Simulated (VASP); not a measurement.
# MgO in VASP: notebook

The runs below take MgO through single point, with PBE, r2SCAN.

Program: VASP 6.6.1. These are calculated values, not measurements. Logs are shortened: lines on timing, memory, paths and dates and some standing lists are left out, and cuts for length are marked.

### Step 1. The cell of the first run

Symmetry: P6_3/mmc, No. 194, hexagonal system. The conventional cell has a = 2.970 Å, b = 2.970 Å, c = 5.092 Å, α = 90.00°, β = 90.00°, γ = 120.00°. Within 2.8 Å of Mg (site symmetry -3m) lie 6 O at 2.14 Å and 2 Mg at 2.55 Å. O (site symmetry -6m2) has 6 Mg at 2.14 Å within 2.8 Å.

### Step 2. Single point, PBE (biaxial xy strain +1.6%)

Contents of INCAR:

```
SYSTEM = MgO
PREC = Accurate
ENCUT = 520
EDIFF = 1E-6
ISMEAR = -1
SIGMA = 0.02
LREAL = .FALSE.
LASPH = .TRUE.
NELM = 100
ALGO = Normal
ISIF = 2
LWAVE = .FALSE.
LCHARG = .FALSE.
GGA = PE
NBANDS = 16
```

Contents of KPOINTS:

```
Automatic mesh
0
G
  12 12 6
  0 0 0
```

Contents of POSCAR:

```
MgO
1.0
    2.9695318757      0.0000000000      0.0000000000
   -1.4847659378      2.5716900417      0.0000000000
    0.0000000000      0.0000000000      5.0921016473
Mg O
2 2
Direct
    0.0000000000      0.0000000000      0.0000000000
    0.0000000000      0.0000000000      0.5000000000
    0.3333333333      0.6666666667      0.2500000000
    0.6666666667      0.3333333333      0.7500000000
```

Potentials or basis: VASP PAW PBE potentials, release 64 (Mg, O).

On the command line:

```sh
$ cat potpaw_PBE.64/Mg/POTCAR potpaw_PBE.64/O/POTCAR > POTCAR
$ mpirun -np 1 vasp_std > vasp.out
```

OUTCAR:

```text
SYSTEM = MgO
   PREC = Accurate
   ENCUT = 520
   EDIFF = 1E-6
   ISMEAR = -1
   LREAL = .FALSE.
   LASPH = .TRUE.
   NELM = 100
   ISIF = 2
   GGA = PE

 ion  position               nearest neighbor table
   1  0.000  0.000  0.000-   3 2.14   4 2.14   3 2.14   4 2.14   4 2.14   3 2.14   2 2.55   2 2.55

   2  0.000  0.000  0.500-   3 2.14   4 2.14   3 2.14   4 2.14   4 2.14   3 2.14   1 2.55   1 2.55

   3  0.333  0.667  0.250-   1 2.14   2 2.14   1 2.14   2 2.14   1 2.14   2 2.14
   4  0.667  0.333  0.750-   1 2.14   2 2.14   1 2.14   2 2.14   1 2.14   2 2.14

  LATTYP: Found a hexagonal cell.
 ALAT       =     2.9695318757
 C/A-ratio  =     1.7147826191

  Lattice vectors:

 A1 = (   2.9695318757,   0.0000000000,   0.0000000000)
 A2 = (  -1.4847659378,   2.5716900417,   0.0000000000)
 A3 = (   0.0000000000,   0.0000000000,   5.0921016473)

Analysis of symmetry for initial positions (statically):
=====================================================================
 Subroutine PRICEL returns:
 Original cell was already a primitive cell.

 Routine SETGRP: Setting up the symmetry group for a
 hexagonal supercell.

 Subroutine GETGRP returns: Found 24 space group operations
 (whereof 12 operations were pure point group operations)
 out of a pool of 24 trial point group operations.

The static configuration has the point symmetry D_3d.
 The point group associated with its full space group is D_6h.

Analysis of symmetry for dynamics (positions and initial velocities):
=====================================================================
 Subroutine PRICEL returns:
 Original cell was already a primitive cell.

 Routine SETGRP: Setting up the symmetry group for a
 hexagonal supercell.

 Subroutine GETGRP returns: Found 24 space group operations
 (whereof 12 operations were pure point group operations)
 out of a pool of 24 trial point group operations.

The dynamic configuration has the point symmetry D_3d.
 The point group associated with its full space group is D_6h.

 Subroutine INISYM returns: Found 24 space group operations
 (whereof 12 operations are pure point group operations),
 and found     1 'primitive' translations

----------------------------------------------------------------------------------------

                                     Primitive cell

  volume of cell :      38.8869

  direct lattice vectors                    reciprocal lattice vectors
     2.969531876  0.000000000  0.000000000     0.336753415  0.194424675  0.000000000
    -1.484765938  2.571690042  0.000000000     0.000000000  0.388849350  0.000000000
     0.000000000  0.000000000  5.092101647     0.000000000  0.000000000  0.196382568

  length of vectors
     2.969531876  2.969531876  5.092101647     0.388849350  0.388849350  0.196382568

  position of ions in fractional coordinates (direct lattice)
     0.000000000  0.000000000  0.000000000
     0.000000000  0.000000000  0.500000000
     0.333333333  0.666666667  0.250000000
     0.666666667  0.333333333  0.750000000

  ion indices of the primitive-cell ions
   primitive index   ion index
                 1           1
                 2           2
                 3           3
                 4           4

----------------------------------------------------------------------------------------

 KPOINTS: Automatic mesh

Automatic generation of k-mesh.
 Grid dimensions read from file:
 generate k-points for:   12   12    6

 Generating k-lattice:

  Cartesian coordinates                     Fractional coordinates (reciprocal lattice)
     0.028062785  0.016202056  0.000000000     0.083333333  0.000000000  0.000000000
     0.000000000  0.032404112  0.000000000     0.000000000  0.083333333  0.000000000
     0.000000000  0.000000000  0.032730428     0.000000000  0.000000000  0.166666667

  Length of vectors
     0.032404112  0.032404112  0.032730428

  Shift w.r.t. Gamma in fractional coordinates (k-lattice)
     0.000000000  0.000000000  0.000000000

 Subroutine IBZKPT returns following result:
 ===========================================

 Found     76 irreducible k-points:

 Following reciprocal coordinates:
            Coordinates               Weight
  0.000000  0.000000  0.000000      1.000000
  0.083333 -0.000000  0.000000      6.000000
  0.166667 -0.000000  0.000000      6.000000
  0.250000  0.000000  0.000000      6.000000
  0.333333  0.000000  0.000000      6.000000
  0.416667  0.000000  0.000000      6.000000
[... 16 lines left out ...]
  0.250000  0.000000  0.166667     12.000000
  0.333333  0.000000  0.166667     12.000000
 [... further k-points ...]
   k-points           NKPTS =     76   k-points in BZ     NKDIM =     76   number of bands    NBANDS=     16
   number of dos      NEDOS =    301   number of ions     NIONS =      4
   total plane-waves  NPLWV =  23040
   dimension x,y,z NGX =    24 NGY =   24 NGZ =   40
   dimension x,y,z NGXF=    48 NGYF=   48 NGZF=   80
   ions per type =               2   2
   NGX,Y,Z   is equivalent  to a cutoff of  13.44, 13.44, 13.06 a.u.
   NGXF,Y,Z  is equivalent  to a cutoff of  26.87, 26.87, 26.12 a.u.
 SYSTEM =  MgO
   PREC   = accura    normal or accurate (medium, high low for compatibility)
   ISTART =      0    job   : 0-new  1-cont  2-samecut
   ICHARG =      2    charge: 1-file 2-atom 10-const
   ISPIN  =      1    spin polarized calculation?
   LNONCOLLINEAR =      F non collinear calculations
   LSORBIT =      F    spin-orbit coupling
   LASPH  =      T    aspherical Exc in radial PAW
   ENCUT  =  520.0 eV  38.22 Ry    6.18 a.u.   5.52  5.52  9.47*2*pi/ulx,y,z
   NELM   =    100;   NELMIN=  2; NELMDL= -5     # of ELM steps
   EDIFF  = 0.1E-05   stopping-criterion for ELM
   LREAL  =      F    real-space projection
   EDIFFG = 0.1E-04   stopping-criterion for IOM
   NSW    =      0    number of steps for IOM
   IBRION =     -1    ionic relax: 0-MD 1-quasi-New 2-CG
   NFREE  =      0    steps in history (QN), initial steepest desc. (CG)
   ISIF   =      2    stress and relaxation
   ISYM   =      2    0-nonsym 1-usesym 2-fastsym
   POTIM  = 0.5000    time-step for ionic-motion
   TEBEG  =    0.0;   TEEND  =   0.0 temperature during run
   PSTRESS=    0.0 pullay stress
   NELECT =      16.0000    total number of electrons
   NUPDOWN=      -1.0000    fix difference up-down
   EMIN   =  10.00;   EMAX   =-10.00  energy-range for DOS
   EFERMI =   0.00;   METHOD = LEGACY
   ISMEAR =    -1;   SIGMA  =   0.02  broadening in eV -4-tet -1-fermi 0-gaus
   EFERMI_NEDOS =   21; number of points for ismear=-14 and -15
   IALGO  =     38    algorithm
   IMIX   =      4    mixing-type and parameters
     AMIX     =   0.40;   BMIX     =  1.00
     AMIX_MAG =   1.60;   BMIX_MAG =  1.00
  volume/ion in A,a.u.               =       9.72        65.61
  Fermi-wavevector in a.u.,A,eV,Ry     =   1.217625  2.300978 20.172146  1.482611
  Thomas-Fermi vector in A             =   2.352939
   LORBIT       =      0    0 simple, 1 ext, 2 COOP (PROOUT), +10 PAW based schemes
   GGA     = PE    functional components
   LHFCALC =     F    Hartree Fock is set to
   AEXX    =    0.0000 exact exchange contribution
   IVDW    =     0    specifies the selected vdW correction
   LEPSILON=     F    determine dielectric tensor
   LRPA    =     F    only Hartree local field effects (RPA)
 non-spin polarized calculation
  energy-cutoff  :      520.00
  volume of cell :       38.89
 maximum number of plane-waves:      1075
 NGX is ok and might be reduce to    24
   NGX = 11   NGY = 11   NGZ = 19

 number of electron      16.0000005 magnetization

 Free energy of the ion-electron system (eV)
  ---------------------------------------------------
  ext. energy  EPLUGINS =         0.00000000
  ---------------------------------------------------
  free energy    TOTEN  =       -23.21430396 eV

  energy without entropy =      -23.21430396  energy(sigma->0) =      -23.21430396

 E-fermi :   3.4406     XC(G=0): -10.8745

 val. band max:        3.0041214086   @ k =   0.0000   0.0000   0.0000
 cond. band min:       7.2452815189   @ k =   0.0000   0.0000   0.0000
 fundamental gap:      4.2411601103
 Fermi energy:         3.4406274926

 k-point     1 :       0.0000    0.0000    0.0000
  band No.  band energies     occupation
      1     -14.1668      2.00000
      2     -13.0978      2.00000
      3      -1.6976      2.00000
      4       2.4897      2.00000
      5       2.4897      2.00000
      6       2.6456      2.00000
[... 8 lines left out ...]
     15      19.8041      0.00000
     16      19.8041      0.00000

 k-point     2 :       0.0833   -0.0000    0.0000
  band No.  band energies     occupation
      1     -14.1027      2.00000
      2     -13.0676      2.00000
      3      -1.5986      2.00000
      4       2.2083      2.00000
      5       2.4378      2.00000
      6       2.5918      2.00000
[... 8 lines left out ...]
     15      19.8559      0.00000
     16      20.0131      0.00000

 k-point     3 :       0.1667   -0.0000    0.0000
  band No.  band energies     occupation
      1     -13.9201      2.00000
      2     -12.9847      2.00000
      3      -1.3116      2.00000
      4       1.4561      2.00000
      5       1.7553      2.00000
      6       2.3002      2.00000
[... 8 lines left out ...]
     15      20.1371      0.00000
     16      20.1747      0.00000

 k-point     4 :       0.2500    0.0000    0.0000
  band No.  band energies     occupation
      1     -13.6500      2.00000
      2     -12.8741      2.00000
      3      -0.8680      2.00000
      4       0.4737      2.00000
      5       0.9423      2.00000
      6       2.1214      2.00000
[... 8 lines left out ...]
     15      19.7182      0.00000
     16      20.6448      0.00000

 k-point     5 :       0.3333    0.0000    0.0000
  band No.  band energies     occupation
      1     -13.3442      2.00000
      2     -12.7756      2.00000
      3      -0.4166      2.00000
      4      -0.3250      2.00000
      5       0.2628      2.00000
      6       1.9521      2.00000
[... 8 lines left out ...]
     15      19.2679      0.00000
     16      21.1258      0.00000

 k-point     6 :       0.4167    0.0000    0.0000
  band No.  band energies     occupation
      1     -13.0736      2.00000
      2     -12.7327      2.00000
      3      -1.0267      2.00000
      4      -0.1906      2.00000
      5       0.2169      2.00000
      6       1.7659      2.00000
[... 8 lines left out ...]
     15      18.9906      0.00000
     16      21.4512      0.00000
[... 267 lines left out ...]
 k-point    21 :       0.0833   -0.0000    0.1667
  band No.  band energies     occupation
      1     -14.0418      2.00000
      2     -13.1476      2.00000
      3      -1.3832      2.00000
      4       2.0472      2.00000
      5       2.2520      2.00000
      6       2.4708      2.00000
[... 8 lines left out ...]
     15      19.6467      0.00000
     16      19.8134      0.00000

 k-point    22 :       0.1667   -0.0000    0.1667
  band No.  band energies     occupation
      1     -13.8642      2.00000
      2     -13.0556      2.00000
      3      -1.1347      2.00000
      4       1.3892      2.00000
      5       1.6320      2.00000
      6       2.3336      2.00000
[... 8 lines left out ...]
     15      19.9164      0.00000
     16      20.1315      0.00000

 k-point    23 :       0.2500    0.0000    0.1667
  band No.  band energies     occupation
      1     -13.6024      2.00000
      2     -12.9312      2.00000
      3      -0.7878      2.00000
      4       0.4753      2.00000
      5       0.9154      2.00000
      6       2.1552      2.00000
[... 8 lines left out ...]
     15      19.7355      0.00000
     16      20.5603      0.00000

 k-point    24 :       0.3333    0.0000    0.1667
  band No.  band energies     occupation
      1     -13.3081      2.00000
      2     -12.8156      2.00000
      3      -0.6683      2.00000
      4      -0.1710      2.00000
      5       0.4091      2.00000
      6       1.9860      2.00000
[... 8 lines left out ...]
     15      19.3926      0.00000
     16      20.9998      0.00000

 [... further k-points ...]
[... 5 lines left out ...]
  --------------------------------------------------------------------------------------
  -------------------------------------------------------------------------------------
  Total       -0.5460346     -0.5460346      1.2429079     -0.0000000      0.0000000      0.0000000
  in kB      -22.4971278    -22.4971278     51.2089479     -0.0000000      0.0000000      0.0000000
  external PRESSURE =       2.0715641 kB  Pullay stress =       0.0000000 kB

 VOLUME and BASIS-vectors are now :
 -----------------------------------------------------------------------------
  energy-cutoff  :      520.00
  volume of cell :       38.89
      direct lattice vectors                 reciprocal lattice vectors
     2.969531876  0.000000000  0.000000000     0.336753415  0.194424675  0.000000000
    -1.484765938  2.571690042  0.000000000     0.000000000  0.388849350  0.000000000
     0.000000000  0.000000000  5.092101647     0.000000000  0.000000000  0.196382568

 POSITION                                       TOTAL-FORCE (eV/Angst)
 -----------------------------------------------------------------------------------
      0.00000      0.00000      0.00000        -0.000000      0.000000     -0.000000
      0.00000      0.00000      2.54605        -0.000000      0.000000     -0.000000
     -0.00000      1.71446      1.27303        -0.000000      0.000000     -0.000000
      1.48477      0.85723      3.81908         0.000000      0.000000      0.000000
 -----------------------------------------------------------------------------------
    total drift:                               -0.000000      0.000000     -0.000000

  FREE ENERGIE OF THE ION-ELECTRON SYSTEM (eV)
  ---------------------------------------------------
  free  energy   TOTEN  =       -23.2143039601 eV

  energy  without entropy=      -23.2143039601  energy(sigma->0) =      -23.21430396
```

Wall time 19 s (1 thread of AMD EPYC 9R45 (Zen 5), shared host); peak memory 0.15 GiB.

What came out:

```
Free energy            : -23.2143 eV
Pressure               : 0.2 GPa
Band gap on the k mesh : 4.24 eV, direct
```

Stress tensor (GPa, compression positive):
```
-2.25  0.00  0.00
 0.00 -2.25  0.00
 0.00  0.00  5.12
```

Levels at points of the mesh, in eV from the valence-band top:
| k point | band 4 | band 5 | band 6 | band 7 | band 8 | band 9 | band 10 | band 11 | band 12 | band 13 |
| --- | --- | --- | --- | --- | --- | --- | --- | --- | --- | --- |
| (0.00, 0.00, 0.00) | -0.51 | -0.51 | -0.36 | 0.00 | 0.00 | 4.24 | 7.85 | 11.64 | 12.98 | 16.69 |
| (0.50, 0.00, 0.00) | -3.35 | -2.50 | -1.44 | -1.21 | -0.67 | 8.32 | 9.38 | 10.29 | 11.41 | 12.25 |
| (0.00, 0.00, 0.50) | -2.90 | -0.26 | -0.26 | -0.26 | -0.26 | 6.64 | 6.64 | 11.90 | 11.90 | 16.23 |
| (0.50, 0.00, 0.50) | -4.22 | -1.39 | -1.39 | -0.95 | -0.95 | 8.56 | 8.56 | 10.90 | 10.90 | 12.58 |

Caveat: the cell differs from its parent crystal (biaxial xy strain +1.6%). A k mesh can miss the band edges.

(Continued in part 2 of 2.)
